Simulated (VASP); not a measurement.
# FeSi (P-6m2) in VASP: relaxation of cell and atoms with PBE

Aim: the relaxation of cell and atoms of FeSi with PBE.

Program: VASP 6.6.1. These are calculated values, not measurements. Logs are shortened: lines on timing, memory, paths and dates and some standing lists are left out, and cuts for length are marked.

## 1. The cell of the first run

The structure is hexagonal, space group P-6m2 (No. 187). Conventional cell: a = 2.726 Å, b = 2.726 Å, c = 3.526 Å, α = 90.00°, β = 90.00°, γ = 120.00°. Fe (site symmetry -6m2) has 6 Si at 2.36 Å and 6 Fe at 2.73 Å within 3.1 Å. Si (site symmetry -6m2) has 6 Fe at 2.36 Å and 6 Si at 2.73 Å within 3.1 Å.

The cell was generated, and may not be a known phase.

## 2. Relaxation of cell and atoms, PBE, collinear spin, ferromagnetic start

Contents of INCAR:

```
SYSTEM = FeSi
PREC = Accurate
ENCUT = 600
EDIFF = 1E-6
ISMEAR = 0
SIGMA = 0.1
LREAL = .False.
LASPH = .True.
NELM = 150
ALGO = Normal
ISIF = 3
LWAVE = .False.
LCHARG = .False.
ISPIN = 2
MAGMOM = 0.88 0
LORBIT = 11
LMAXMIX = 4
GGA = PE
IBRION = 2
NSW = 100
EDIFFG = -0.01
KPAR = 4
```

Contents of KPOINTS:

```
Automatic mesh
0
Gamma
  24 24 16
  0 0 0
```

Contents of POSCAR:

```
FeSi
1.0
    2.7258542754      0.0000000000      0.0000000000
   -1.3629271377      2.3606590495      0.0000000000
    0.0000000000      0.0000000000      3.5256931130
Fe Si
1 1
Direct
    0.6666666667      0.3333333333      0.5000000000
    0.0000000000      0.0000000000      0.0000000000
```

Potentials or basis: VASP PAW PBE potentials, release 64 (Fe, Si).

Command:

```sh
$ cat potpaw_PBE.64/Fe/POTCAR potpaw_PBE.64/Si/POTCAR > POTCAR
$ mpirun -np 4 vasp_std > vasp.out
```

OUTCAR:

```text
SYSTEM = FeSi
   PREC = Accurate
   ENCUT = 600
   EDIFF = 1E-6
   ISMEAR = 0
   LREAL = .False.
   LASPH = .True.
   NELM = 150
   ISIF = 3
   ISPIN = 2
   LORBIT = 11
   GGA = PE
   IBRION = 2
   NSW = 100
   EDIFFG = -0.01

 ion  position               nearest neighbor table
   1  0.667  0.333  0.500-   2 2.36   2 2.36   2 2.36   2 2.36   2 2.36   2 2.36
   2  0.000  0.000  0.000-   1 2.36   1 2.36   1 2.36   1 2.36   1 2.36   1 2.36

  LATTYP: Found a hexagonal cell.
 ALAT       =     2.7258542754
 C/A-ratio  =     1.2934268515

  Lattice vectors:

 A1 = (   2.7258542754,   0.0000000000,   0.0000000000)
 A2 = (  -1.3629271377,   2.3606590495,   0.0000000000)
 A3 = (   0.0000000000,   0.0000000000,   3.5256931130)

Analysis of symmetry for initial positions (statically):
=====================================================================
 Subroutine PRICEL returns:
 Original cell was already a primitive cell.

 Routine SETGRP: Setting up the symmetry group for a
 hexagonal supercell.

 Subroutine GETGRP returns: Found 12 space group operations
 (whereof 12 operations were pure point group operations)
 out of a pool of 24 trial point group operations.

The static configuration has the point symmetry D_3h.

Analysis of symmetry for dynamics (positions and initial velocities):
=====================================================================
 Subroutine PRICEL returns:
 Original cell was already a primitive cell.

 Routine SETGRP: Setting up the symmetry group for a
 hexagonal supercell.

 Subroutine GETGRP returns: Found 12 space group operations
 (whereof 12 operations were pure point group operations)
 out of a pool of 24 trial point group operations.

The dynamic configuration has the point symmetry D_3h.

Analysis of structural, dynamic, and magnetic symmetry:
=====================================================================
 Subroutine PRICEL returns:
 Original cell was already a primitive cell.

 Routine SETGRP: Setting up the symmetry group for a
 hexagonal supercell.

 Subroutine GETGRP returns: Found 12 space group operations
 (whereof 12 operations were pure point group operations)
 out of a pool of 24 trial point group operations.

The overall configuration has the point symmetry D_3h.

 Subroutine INISYM returns: Found 12 space group operations
 (whereof 12 operations are pure point group operations),
 and found     1 'primitive' translations

----------------------------------------------------------------------------------------

                                     Primitive cell

  volume of cell :      22.6872

  direct lattice vectors                    reciprocal lattice vectors
     2.725854275  0.000000000  0.000000000     0.366857469  0.211805258  0.000000000
    -1.362927138  2.360659050  0.000000000     0.000000000  0.423610517  0.000000000
     0.000000000  0.000000000  3.525693113     0.000000000  0.000000000  0.283632173

  length of vectors
     2.725854275  2.725854275  3.525693113     0.423610517  0.423610517  0.283632173

  position of ions in fractional coordinates (direct lattice)
     0.666666667  0.333333333  0.500000000
     0.000000000  0.000000000  0.000000000

  ion indices of the primitive-cell ions
   primitive index   ion index
                 1           1
                 2           2

----------------------------------------------------------------------------------------

 KPOINTS: Automatic mesh

Automatic generation of k-mesh.
 Grid dimensions read from file:
 generate k-points for:   24   24   16

 Generating k-lattice:

  Cartesian coordinates                     Fractional coordinates (reciprocal lattice)
     0.015285728  0.008825219  0.000000000     0.041666667  0.000000000  0.000000000
     0.000000000  0.017650438  0.000000000     0.000000000  0.041666667  0.000000000
     0.000000000  0.000000000  0.017727011     0.000000000  0.000000000  0.062500000

  Length of vectors
     0.017650438  0.017650438  0.017727011

  Shift w.r.t. Gamma in fractional coordinates (k-lattice)
     0.000000000  0.000000000  0.000000000

 Subroutine IBZKPT returns following result:
 ===========================================

 Found    549 irreducible k-points:

 Following reciprocal coordinates:
            Coordinates               Weight
  0.000000  0.000000  0.000000      1.000000
  0.041667 -0.000000  0.000000      6.000000
  0.083333  0.000000  0.000000      6.000000
  0.125000  0.000000  0.000000      6.000000
  0.166667 -0.000000  0.000000      6.000000
  0.208333  0.000000  0.000000      6.000000
[... 16 lines left out ...]
  0.416667  0.041667  0.000000     12.000000
  0.458333  0.041667  0.000000     12.000000
 [... further k-points ...]
   k-points           NKPTS =    549   k-points in BZ     NKDIM =    549   number of bands    NBANDS=     10
   number of dos      NEDOS =    301   number of ions     NIONS =      2
   total plane-waves  NPLWV =  16128
   dimension x,y,z NGX =    24 NGY =   24 NGZ =   28
   dimension x,y,z NGXF=    48 NGYF=   48 NGZF=   56
   ions per type =               1   1
   NGX,Y,Z   is equivalent  to a cutoff of  14.64, 14.64, 13.20 a.u.
   NGXF,Y,Z  is equivalent  to a cutoff of  29.27, 29.27, 26.41 a.u.
 SYSTEM =  FeSi
   PREC   = accura    normal or accurate (medium, high low for compatibility)
   ISTART =      0    job   : 0-new  1-cont  2-samecut
   ICHARG =      2    charge: 1-file 2-atom 10-const
   ISPIN  =      2    spin polarized calculation?
   LNONCOLLINEAR =      F non collinear calculations
   LSORBIT =      F    spin-orbit coupling
   LASPH  =      T    aspherical Exc in radial PAW
   ENCUT  =  600.0 eV  44.10 Ry    6.64 a.u.   5.44  5.44  7.04*2*pi/ulx,y,z
   NELM   =    150;   NELMIN=  2; NELMDL= -5     # of ELM steps
   EDIFF  = 0.1E-05   stopping-criterion for ELM
   LREAL  =      F    real-space projection
   EDIFFG = -.1E-01   stopping-criterion for IOM
   NSW    =    100    number of steps for IOM
   IBRION =      2    ionic relax: 0-MD 1-quasi-New 2-CG
   NFREE  =      1    steps in history (QN), initial steepest desc. (CG)
   ISIF   =      3    stress and relaxation
   ISYM   =      2    0-nonsym 1-usesym 2-fastsym
   POTIM  = 0.5000    time-step for ionic-motion
   TEBEG  =    0.0;   TEEND  =   0.0 temperature during run
   PSTRESS=    0.0 pullay stress
   NELECT =      12.0000    total number of electrons
   NUPDOWN=      -1.0000    fix difference up-down
   EMIN   =  10.00;   EMAX   =-10.00  energy-range for DOS
   EFERMI =   0.00;   METHOD = LEGACY
   ISMEAR =     0;   SIGMA  =   0.10  broadening in eV -4-tet -1-fermi 0-gaus
   EFERMI_NEDOS =   21; number of points for ismear=-14 and -15
   IALGO  =     38    algorithm
   IMIX   =      4    mixing-type and parameters
     AMIX     =   0.40;   BMIX     =  1.00
     AMIX_MAG =   1.60;   BMIX_MAG =  1.00
  volume/ion in A,a.u.               =      11.34        76.55
  Fermi-wavevector in a.u.,A,eV,Ry     =   1.323961  2.501923 23.849272  1.752872
  Thomas-Fermi vector in A             =   2.453530
   LORBIT       =     11    0 simple, 1 ext, 2 COOP (PROOUT), +10 PAW based schemes
   GGA     = PE    functional components
   LHFCALC =     F    Hartree Fock is set to
   AEXX    =    0.0000 exact exchange contribution
   IVDW    =     0    specifies the selected vdW correction
   LEPSILON=     F    determine dielectric tensor
   LRPA    =     F    only Hartree local field effects (RPA)
 conjugate gradient relaxation of ions
 spin polarized calculation
 Gauss-broadening in eV      SIGMA  =   0.10
  energy-cutoff  :      600.00
  volume of cell :       22.69
 maximum number of plane-waves:       806
 NGX is ok and might be reduce to    24
   NGX = 11   NGY = 11   NGZ = 15

--------------------------------------- Ionic step        1  -------------------------------------------

 number of electron      12.0000002 magnetization      -0.0049267

 number of electron      12.0000002 magnetization       0.0005287

 Free energy of the ion-electron system (eV)
  ---------------------------------------------------
  ext. energy  EPLUGINS =         0.00000000
  ---------------------------------------------------
  free energy    TOTEN  =       -14.33318840 eV

  energy without entropy =      -14.32337420  energy(sigma->0) =      -14.32828130

------------------------ aborting loop because EDIFF is reached ----------------------------------------

  FORCE on cell =-STRESS in cart. coord.  units (eV):
  Direction    XX          YY          ZZ          XY          YZ          ZX
  --------------------------------------------------------------------------------------
  -------------------------------------------------------------------------------------
  Total       -0.1939669     -0.1939669     -0.3951906      0.0000000      0.0000000      0.0000000
  in kB      -13.6980231    -13.6980231    -27.9085187      0.0000000      0.0000000      0.0000000
  external PRESSURE =     -18.4348550 kB  Pullay stress =       0.0000000 kB
[... 129 lines left out ...]
  energy  without entropy=      -14.3247848232  energy(sigma->0) =      -14.32960957

--------------------------------------- Ionic step        5  -------------------------------------------

 number of electron      12.0000003 magnetization       0.0021408

 Free energy of the ion-electron system (eV)
  ---------------------------------------------------
  ext. energy  EPLUGINS =         0.00000000
  ---------------------------------------------------
  free energy    TOTEN  =       -14.33445478 eV

  energy without entropy =      -14.32482567  energy(sigma->0) =      -14.32964022

 E-fermi :   9.7280     XC(G=0): -12.6805

 val. band max:        9.7270395261   @ k =   0.3333   0.2083   0.0625
 cond. band min:       9.7298213817   @ k =   0.3750  -0.0000   0.1250
 fundamental gap:      0.0027818556
 Fermi energy:         9.7280195650

 spin component 1

 k-point     1 :       0.0000    0.0000    0.0000
  band No.  band energies     occupation
      1      -3.8035      1.00000
      2       5.9842      1.00000
      3       7.5084      1.00000
      4       8.2136      1.00000
      5       8.2136      1.00000
      6       9.2205      1.00000
      7       9.2205      1.00000
      8      14.5244      0.00000
      9      19.6099      0.00000
     10      19.6099      0.00000
[... 287 lines left out ...]
 k-point    24 :       0.4583    0.0417    0.0000
  band No.  band energies     occupation
      1       1.7694      1.00000
      2       3.0383      1.00000
      3       6.1416      1.00000
      4       6.6596      1.00000
      5       8.6935      1.00000
      6      10.0471      0.00000
      7      11.1262      0.00000
      8      13.8022      0.00000
      9      14.1766      0.00000
     10      16.2387      0.00000

 [... further k-points ...]

 spin component 2

 k-point     1 :       0.0000    0.0000    0.0000
  band No.  band energies     occupation
      1      -3.8035      1.00000
      2       5.9853      1.00000
      3       7.5083      1.00000
      4       8.2163      1.00000
      5       8.2163      1.00000
      6       9.2221      1.00000
      7       9.2221      1.00000
      8      14.5255      0.00000
      9      19.6101      0.00000
     10      19.6101      0.00000
[... 328 lines left out ...]
  FREE ENERGIE OF THE ION-ELECTRON SYSTEM (eV)
  ---------------------------------------------------
  free  energy   TOTEN  =       -14.3344547775 eV

  energy  without entropy=      -14.3248256663  energy(sigma->0) =      -14.32964022

 reached required accuracy - stopping structural energy minimisation

 total charge

# of ion       s       p       d       tot
------------------------------------------
    1        0.439   0.592   6.564   7.594
    2        0.752   0.890   0.000   1.642
--------------------------------------------------
tot          1.191   1.481   6.564   9.236

 magnetization (x)

# of ion       s       p       d       tot
------------------------------------------
    1       -0.000  -0.000   0.002   0.002
    2       -0.000  -0.000   0.000  -0.000
--------------------------------------------------
tot         -0.000  -0.000   0.002   0.002
```

It took 4.3 min on 4 MPI ranks of AMD EPYC 9755, shared host; peak memory 0.37 GiB.

What came out:

```
Free energy                                           : -14.3345 eV
Relaxed volume                                        : 11.25 Å³/atom
Relaxed cell                                          : a = 2.722 Å, b = 2.722 Å, c = 3.509 Å, α = 90.00°, β = 90.00°, γ = 120.00°
Space group after relaxing (to 0.1 Å)                 : P-6m2 (No. 187)
Energy gained by relaxing                             : 0.6 meV/atom
Ionic steps                                           : 5
Pressure after relaxing                               : 0.0 GPa
Band gap on the k mesh                                : zero (filled and empty bands overlap)
Net moment                                            : 0.00 μB per cell
Valence electrons inside the program's atomic spheres : Fe 7.59; Si 1.64
```

Step by step:
| step | energy change (eV) | largest force (eV/Å) | pressure (GPa) | volume (Å³) |
| --- | --- | --- | --- | --- |
| 1 | 0.0000 | 0.0000 | -1.84 | 22.69 |
| 2 | 0.0007 | 0.0000 | 2.54 | 22.26 |
| 3 | -0.0012 | 0.0000 | 0.06 | 22.50 |
| 4 | -0.0012 | 0.0000 | 0.03 | 22.50 |
| 5 | -0.0013 | 0.0000 | -0.02 | 22.51 |

Final structure:
```
Fe Si
1.0
     2.72151    0.00000    0.00000
    -1.36076    2.35690    0.00000
     0.00000    0.00000    3.50925
Fe Si
1 1
Direct
  0.66667 0.33333 0.50000
  0.00000 0.00000 0.00000
```

Caveat: the moments typed at the start vanished in this run.
